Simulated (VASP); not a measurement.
# WSe2 (P1) in VASP: single point with PBEsol

Aim: the single point of WSe2 with PBEsol.

Everything below comes from runs of VASP 6.6.1. Logs are shortened: lines on timing, memory, paths and dates and some standing lists are left out, and cuts for length are marked.

### Step 1. The cell of the first run

The typed cell holds 6 atoms: a = 3.271 Å, b = 3.271 Å, c = 13.225 Å, α = 89.29°, β = 88.58°, γ = 60.00°.

### Step 2. Single point, PBEsol

INCAR reads:

```
ALGO     = Normal         # electronic algorithm
EDIFF    = 1E-6           # SCF threshold, eV
ENCUT    = 500            # plane-wave cutoff, eV
GGA      = PS             # functional
GGA_COMPAT= False        
ISIF     = 2              # what is computed and relaxed
ISMEAR   = 0              # smearing method
LASPH    = True           # aspherical terms in the spheres
LCHARG   = False          # write CHGCAR
LREAL    = False          # projectors in reciprocal space
LWAVE    = False          # write WAVECAR
NBANDS   = 35             # bands
NELM     = 120            # most SCF steps
PREC     = Accurate       # precision mode
SIGMA    = 0.05           # smearing width, eV
```

KPOINTS reads:

```
k-points
0
Gamma
  9 9 2
```

POSCAR reads:

```
WSe2
1.0
   -3.2711504052      0.0000000000      0.0000000000
   -1.6355752026     -2.8328993505      0.0000000000
   -0.3271150405      0.0000000000     13.2206689562
W Se
2 4
Direct
    0.2770033333      0.3333333333      0.5633000000
    0.6603366667      0.6666666667      0.0633000000
    0.2396647152      0.3333333333      0.9366861811
    0.6229980486      0.6666666667      0.4366861811
    0.3143419514      0.3333333333      0.1899138189
    0.5976752848      0.6666666667      0.6899138189
```

Potentials or basis: VASP PAW PBE potentials, release 64 (W_sv, Se).

Started as:

```
$ cat potpaw_PBE.64/W_sv/POTCAR potpaw_PBE.64/Se/POTCAR > POTCAR
$ mpirun -np 1 vasp_std > vasp.out
```

OUTCAR:

```text
EDIFF = 1E-6
   ENCUT = 500
   GGA = PS
   ISIF = 2
   ISMEAR = 0
   LASPH = True
   LREAL = False
   NELM = 120
   PREC = Accurate

 ion  position               nearest neighbor table
   1  0.277  0.333  0.563-   4 2.52   4 2.52   6 2.52   6 2.52   6 2.52   4 2.52
   2  0.660  0.667  0.063-   3 2.33   5 2.52   5 2.52   5 2.52   3 2.54   3 2.75
   3  0.240  0.333  0.937-   2 2.33   2 2.54   2 2.75
   4  0.623  0.667  0.437-   1 2.52   1 2.52   1 2.52
   5  0.314  0.333  0.190-   2 2.52   2 2.52   2 2.52
   6  0.598  0.667  0.690-   1 2.52   1 2.52   1 2.52

  LATTYP: Found a base centered monoclinic cell.
 ALAT       =     3.2711504052
 B/A-ratio  =     1.7320508076
 C/A-ratio  =     4.0428331178
 COS(beta)  =    -0.0247351293

  Lattice vectors:

 A1 = (   1.6355752026,  -2.8328993505,   0.0000000000)
 A2 = (   1.6355752026,   2.8328993505,   0.0000000000)
 A3 = (  -0.3271150405,   0.0000000000,  13.2206689562)

Analysis of symmetry for initial positions (statically):
=====================================================================
 Subroutine PRICEL returns:
 Original cell was already a primitive cell.

 Routine SETGRP: Setting up the symmetry group for a
 base centered monoclinic supercell.

 Subroutine GETGRP returns: Found  1 space group operations
 (whereof  1 operations were pure point group operations)
 out of a pool of  4 trial point group operations.

The static configuration has the point symmetry C_1 .

Analysis of symmetry for dynamics (positions and initial velocities):
=====================================================================
 Subroutine PRICEL returns:
 Original cell was already a primitive cell.

 Routine SETGRP: Setting up the symmetry group for a
 base centered monoclinic supercell.

 Subroutine GETGRP returns: Found  1 space group operations
 (whereof  1 operations were pure point group operations)
 out of a pool of  4 trial point group operations.

The dynamic configuration has the point symmetry C_1 .

 Subroutine INISYM returns: Found  1 space group operations
 (whereof  1 operations are pure point group operations),
 and found     1 'primitive' translations

----------------------------------------------------------------------------------------

                                     Primitive cell

  volume of cell :     122.5138

  direct lattice vectors                    reciprocal lattice vectors
    -3.271150405  0.000000000  0.000000000    -0.305702849  0.176497622 -0.007563914
    -1.635575203 -2.832899350  0.000000000     0.000000000 -0.352995245  0.000000000
    -0.327115041  0.000000000 13.220668956     0.000000000  0.000000000  0.075639138

  length of vectors
     3.271150405  3.271150405 13.224715192     0.353076275  0.352995245  0.075639138

  position of ions in fractional coordinates (direct lattice)
     0.277003333  0.333333333  0.563300000
     0.660336667  0.666666667  0.063300000
     0.239664715  0.333333333  0.936686181
     0.622998049  0.666666667  0.436686181
     0.314341951  0.333333333  0.189913819
     0.597675285  0.666666667  0.689913819

  ion indices of the primitive-cell ions
   primitive index   ion index
                 1           1
                 2           2
                 3           3
                 4           4
                 5           5
                 6           6

----------------------------------------------------------------------------------------

 KPOINTS: k-points

Automatic generation of k-mesh.
 Grid dimensions read from file:
 generate k-points for:    9    9    2

 Generating k-lattice:

  Cartesian coordinates                     Fractional coordinates (reciprocal lattice)
    -0.033966983  0.019610847 -0.000840435     0.111111111 -0.000000000 -0.000000000
     0.000000000 -0.039221694  0.000000000     0.000000000  0.111111111  0.000000000
     0.000000000  0.000000000  0.037819569     0.000000000  0.000000000  0.500000000

  Length of vectors
     0.039230697  0.039221694  0.037819569

  Shift w.r.t. Gamma in fractional coordinates (k-lattice)
     0.000000000  0.000000000  0.000000000

 Subroutine IBZKPT returns following result:
 ===========================================

 Found     82 irreducible k-points:

 Following reciprocal coordinates:
            Coordinates               Weight
  0.000000  0.000000  0.000000      1.000000
  0.111111 -0.000000  0.000000      2.000000
 -0.111111 -0.111111  0.000000      2.000000
  0.222222 -0.000000  0.000000      2.000000
 -0.222222 -0.222222  0.000000      2.000000
  0.333333 -0.000000 -0.000000      2.000000
[... 16 lines left out ...]
  0.111111  0.222222  0.000000      2.000000
  0.000000  0.222222  0.000000      2.000000
 [... further k-points ...]
   k-points           NKPTS =     82   k-points in BZ     NKDIM =     82   number of bands    NBANDS=     35
   number of dos      NEDOS =    301   number of ions     NIONS =      6
   total plane-waves  NPLWV =  55296
   dimension x,y,z NGX =    24 NGY =   24 NGZ =   96
   dimension x,y,z NGXF=    48 NGYF=   48 NGZF=  192
   ions per type =               2   4
   NGX,Y,Z   is equivalent  to a cutoff of  12.20, 12.20, 12.07 a.u.
   NGXF,Y,Z  is equivalent  to a cutoff of  24.39, 24.39, 24.14 a.u.
 SYSTEM =  unknown system
   PREC   = accura    normal or accurate (medium, high low for compatibility)
   ISTART =      0    job   : 0-new  1-cont  2-samecut
   ICHARG =      2    charge: 1-file 2-atom 10-const
   ISPIN  =      1    spin polarized calculation?
   LNONCOLLINEAR =      F non collinear calculations
   LSORBIT =      F    spin-orbit coupling
   LASPH  =      T    aspherical Exc in radial PAW
   ENCUT  =  500.0 eV  36.75 Ry    6.06 a.u.   5.96  5.96 24.11*2*pi/ulx,y,z
   NELM   =    120;   NELMIN=  2; NELMDL= -5     # of ELM steps
   EDIFF  = 0.1E-05   stopping-criterion for ELM
   LREAL  =      F    real-space projection
   EDIFFG = 0.1E-04   stopping-criterion for IOM
   NSW    =      0    number of steps for IOM
   IBRION =     -1    ionic relax: 0-MD 1-quasi-New 2-CG
   NFREE  =      0    steps in history (QN), initial steepest desc. (CG)
   ISIF   =      2    stress and relaxation
   ISYM   =      2    0-nonsym 1-usesym 2-fastsym
   POTIM  = 0.5000    time-step for ionic-motion
   TEBEG  =    0.0;   TEEND  =   0.0 temperature during run
   PSTRESS=    0.0 pullay stress
   NELECT =      52.0000    total number of electrons
   NUPDOWN=      -1.0000    fix difference up-down
   EMIN   =  10.00;   EMAX   =-10.00  energy-range for DOS
   EFERMI =   0.00;   METHOD = LEGACY
   ISMEAR =     0;   SIGMA  =   0.05  broadening in eV -4-tet -1-fermi 0-gaus
   EFERMI_NEDOS =   21; number of points for ismear=-14 and -15
   IALGO  =     38    algorithm
   IMIX   =      4    mixing-type and parameters
     AMIX     =   0.40;   BMIX     =  1.00
     AMIX_MAG =   1.60;   BMIX_MAG =  1.00
  volume/ion in A,a.u.               =      20.42       137.79
  Fermi-wavevector in a.u.,A,eV,Ry     =   1.230309  2.324947 20.594602  1.513661
  Thomas-Fermi vector in A             =   2.365163
   LORBIT       =      0    0 simple, 1 ext, 2 COOP (PROOUT), +10 PAW based schemes
   GGA     = PS    functional components
   LHFCALC =     F    Hartree Fock is set to
   AEXX    =    0.0000 exact exchange contribution
   IVDW    =     0    specifies the selected vdW correction
   LEPSILON=     F    determine dielectric tensor
   LRPA    =     F    only Hartree local field effects (RPA)
 non-spin polarized calculation
 Gauss-broadening in eV      SIGMA  =   0.05
  energy-cutoff  :      500.00
  volume of cell :      122.51
 maximum number of plane-waves:      3144
   NGX = 11   NGY = 11   NGZ = 49

 number of electron      52.0000001 magnetization

 Free energy of the ion-electron system (eV)
  ---------------------------------------------------
  ext. energy  EPLUGINS =         0.00000000
  ---------------------------------------------------
  free energy    TOTEN  =       -46.06865625 eV

  energy without entropy =      -46.06865625  energy(sigma->0) =      -46.06865625

 E-fermi :   6.2266     XC(G=0): -10.8327

 val. band max:        5.9601460057   @ k =   0.0000   0.0000   0.0000
 cond. band min:       7.0247053307   @ k =   0.2222   0.3333   0.0000
 fundamental gap:      1.0645593250
 Fermi energy:         6.2266406862

 k-point     1 :       0.0000    0.0000    0.0000
  band No.  band energies     occupation
      1     -68.2179      2.00000
      2     -68.2017      2.00000
      3     -32.5044      2.00000
      4     -32.4834      2.00000
      5     -32.3492      2.00000
      6     -32.3336      2.00000
[... 27 lines left out ...]
     34       9.4952      0.00000
     35      10.6744      0.00000

 k-point     2 :       0.1111   -0.0000    0.0000
  band No.  band energies     occupation
      1     -68.2166      2.00000
      2     -68.2004      2.00000
      3     -32.4990      2.00000
      4     -32.4777      2.00000
      5     -32.3784      2.00000
      6     -32.3633      2.00000
[... 27 lines left out ...]
     34       9.2980      0.00000
     35      11.5538      0.00000

 k-point     3 :      -0.1111   -0.1111    0.0000
  band No.  band energies     occupation
      1     -68.2166      2.00000
      2     -68.2004      2.00000
      3     -32.4992      2.00000
      4     -32.4777      2.00000
      5     -32.3630      2.00000
      6     -32.3594      2.00000
[... 27 lines left out ...]
     34       9.6450      0.00000
     35      11.5960      0.00000
[... 723 lines left out ...]
 k-point    23 :       0.1111    0.2222    0.0000
  band No.  band energies     occupation
      1     -68.2143      2.00000
      2     -68.1981      2.00000
      3     -32.4909      2.00000
      4     -32.4677      2.00000
      5     -32.4125      2.00000
      6     -32.3872      2.00000
[... 27 lines left out ...]
     34       9.9310      0.00000
     35      12.5505      0.00000

 k-point    24 :       0.0000    0.2222    0.0000
  band No.  band energies     occupation
      1     -68.2133      2.00000
      2     -68.1970      2.00000
      3     -32.4902      2.00000
      4     -32.4633      2.00000
      5     -32.4377      2.00000
      6     -32.4312      2.00000
[... 27 lines left out ...]
     34       9.7893      0.00000
     35      12.4161      0.00000

 [... further k-points ...]

------------------------ aborting loop because EDIFF is reached ----------------------------------------

  FORCE on cell =-STRESS in cart. coord.  units (eV):
  Direction    XX          YY          ZZ          XY          YZ          ZX
  --------------------------------------------------------------------------------------
  -------------------------------------------------------------------------------------
  Total        0.8144749      0.9233737      2.4893557     -1.2440379     -1.2600618      4.7276332
  in kB       10.6513148     12.0754409     32.5546062    -16.2689341    -16.4784870     61.8257316
  external PRESSURE =      18.4271206 kB  Pullay stress =       0.0000000 kB

 VOLUME and BASIS-vectors are now :
 -----------------------------------------------------------------------------
  energy-cutoff  :      500.00
  volume of cell :      122.51
      direct lattice vectors                 reciprocal lattice vectors
    -3.271150405  0.000000000  0.000000000    -0.305702849  0.176497622 -0.007563914
    -1.635575203 -2.832899350  0.000000000     0.000000000 -0.352995245  0.000000000
    -0.327115041  0.000000000 13.220668956     0.000000000  0.000000000  0.075639138

 POSITION                                       TOTAL-FORCE (eV/Angst)
 -----------------------------------------------------------------------------------
     -1.63558     -0.94430      7.44720        -0.006808     -0.000379      0.000606
     -3.27115     -1.88860      0.83687         3.005515     -0.526067      1.136274
     -1.63558     -0.94430     12.38362        -2.887487      0.636971     -1.250753
     -3.27115     -1.88860      5.77328        -0.000801      0.000610     -0.065842
     -1.63558     -0.94430      2.51079        -0.100951     -0.112205      0.111620
     -3.27115     -1.88860      9.12112        -0.009468      0.001071      0.068095
 -----------------------------------------------------------------------------------
    total drift:                               -0.000148      0.000029     -0.000320

  FREE ENERGIE OF THE ION-ELECTRON SYSTEM (eV)
  ---------------------------------------------------
  free  energy   TOTEN  =       -46.0686562487 eV

  energy  without entropy=      -46.0686562487  energy(sigma->0) =      -46.06865625
```

Wall time 10 min (1 thread of Oxide Virtual Turin-like, shared host); peak memory 0.37 GiB.

Results:

```
Free energy            : -46.0687 eV
Pressure               : 1.8 GPa
Largest force          : 3.256 eV/Å
Band gap on the k mesh : 1.06 eV (least direct gap 1.55 eV)
```

Forces on the atoms (eV/Å):
```
W   -0.007  0.000  0.001
W    3.006 -0.526  1.136
Se  -2.887  0.637 -1.251
Se  -0.001  0.001 -0.066
Se  -0.101 -0.112  0.112
Se  -0.009  0.001  0.068
```

Levels at points of the mesh, in eV from the valence-band top:
```
           k point  band 22  band 23  band 24  band 25  band 26  band 27  band 28  band 29  band 30  band 31
(0.00, 0.00, 0.00)    -1.41    -1.19    -1.11    -0.67     0.00     1.83     2.54     2.81     2.81     2.98
(0.00, 0.00, 0.50)    -1.41    -1.41    -0.78    -0.27    -0.17     1.82     2.54     2.81     2.82     2.99
```

Caveat: the PAW data sets were made with another functional, which shifts forces and pressure a little; spin-orbit coupling is left out, which moves the levels of the heavy elements.
